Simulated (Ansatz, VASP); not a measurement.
# In2Au in VASP and in Ansatz

```
CELL_PARAMETERS angstrom
0.00000 3.21849 3.25100
3.21849 0.00000 3.25100
3.21849 3.21849 0.00000
ATOMIC_POSITIONS crystal
In 0.25000 0.25000 0.25000
In 0.75000 0.75000 0.75000
Au 0.00000 0.00000 0.00000
```

Change from the starting cell: equal xx and yy strain of -1 %.

Alike in both runs: task single point; functional LDA; k mesh 10 × 10 × 10; occupations fermi-dirac, width 0.05 eV; no spin polarisation.

|  | VASP | Ansatz |
| --- | --- | --- |
| version | VASP 6.6.1 | Ansatz 0.2.0 |
| potentials or method | VASP PAW LDA potentials, release 64 (In_d, Au), cutoff 520 eV | all-electron LAPW, scalar-relativistic |

|  | VASP | Ansatz | Ansatz less VASP |
| --- | --- | --- | --- |
| pressure (GPa) | 0.3 | 0.1 | -0.13 |
| traceless stress, the component that is largest in VASP (GPa) | -0.24 | -0.23 | +0.007 |

LDA's correlation is that of Perdew and Zunger in VASP and of Perdew and Wang (1992) in Ansatz. Ansatz ran all-electron here, and VASP with PAW potentials.

Neither program's run includes spin-orbit coupling.
